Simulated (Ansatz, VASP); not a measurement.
**Al in VASP and in Ansatz**

The input POSCAR:

```
Al
1.0
    4.4916000000      0.0000000000      0.0000000000
   -2.2458000000      3.8898400000      0.0000000000
    0.0000000000      0.0000000000      2.7226000000
Al
2
Direct
    0.3333300000      0.6666700000      0.0000000000
    0.6666700000      0.3333300000      0.0000000000
```

Contents of INCAR.step1:

```
SYSTEM = Al
PREC = Accurate
ENCUT = 600
EDIFF = 1E-5
ISMEAR = -1
SIGMA = 0.05
LREAL = .FALSE.
LASPH = .TRUE.
NELM = 60
ALGO = Normal
LWAVE = .TRUE.
LCHARG = .FALSE.
GGA = PE
NBANDS = 10
```

The input INCAR.step2:

```
SYSTEM = Al
PREC = Accurate
ENCUT = 600
EDIFF = 1E-6
ISMEAR = -1
SIGMA = 0.05
LREAL = .FALSE.
LASPH = .TRUE.
NELM = 60
ALGO = Normal
ISIF = 3
LWAVE = .FALSE.
LCHARG = .FALSE.
GGA = PE
LHFCALC = .TRUE.
AEXX = 1.0
ALDAC = 0.0
AGGAC = 0.0
PRECFOCK = Normal
IBRION = 2
NSW = 60
EDIFFG = -0.01
ISTART = 1
```

The input KPOINTS:

```
regular mesh
0
G
  4 4 5
  0 0 0
```

The input input:

```
crystal:
  lattice:
    - [4.4916, 0.0, 0.0]
    - [-2.2458, 3.88984, 0.0]
    - [0.0, 0.0, 2.7226]
  atoms:
    - { symbol: Al, position: [0.33333, 0.66667, 0.0] }
    - { symbol: Al, position: [0.66667, 0.33333, 0.0] }
hamiltonian:
  xc: hf
  pseudopotentials: { kind: paw }
kpoints:
  mp_grid: { grid: [4, 4, 5] }
scf:
  occupations: { method: fermi_dirac, width: 0.05 }
output:
  forces: true
  stress: true
  eigenvalues: true
relax:
  f_tol: 0.01
  max_steps: 40
  cell: { stress_tol: 0.05 }
```

Alike in both runs: task relaxation of cell and atoms; functional HF; k mesh 4 × 4 × 5; occupations fermi-dirac, width 0.05 eV; no spin polarisation.

```csv
,VASP,Ansatz
version,VASP 6.6.1,Ansatz 0.2.0
potentials or method,"VASP PAW PBE potentials, release 64 (Al)",Ansatz PAW
plane-wave cutoff (eV),600,420
valence electrons in the cell,6,6
```

Ansatz gave:

| Item | Value |
| --- | --- |
| gap on the k mesh at the Fermi level, each at its own relaxed structure (eV) | none |
| relaxed volume (Å³/atom) | 27.03 |
| relaxed cell length with the largest relative difference (Å) | 4.636 |

Problem. What did VASP give for the same quantities?

Solution. gap on the k mesh at the Fermi level, each at its own relaxed structure (eV): none; relaxed volume (Å³/atom): 33.07; relaxed cell length with the largest relative difference (Å): 5.007.

VASP's potentials were made for PBE, not for HF. A gap of «none» marks a metal or a gap that the smearing closes. One of these differences is far larger than is usual between the two programs; its cause wasn't traced.

The k mesh is coarse, so the values compare programs but aren't converged. Noted on VASP's run: the volume moved by over 15 % at a fixed basis, so the end points are rough. Noted on Ansatz's run: the plane-wave basis is chosen anew once the cell has moved, so the energies of steps on either side of that aren't comparable.
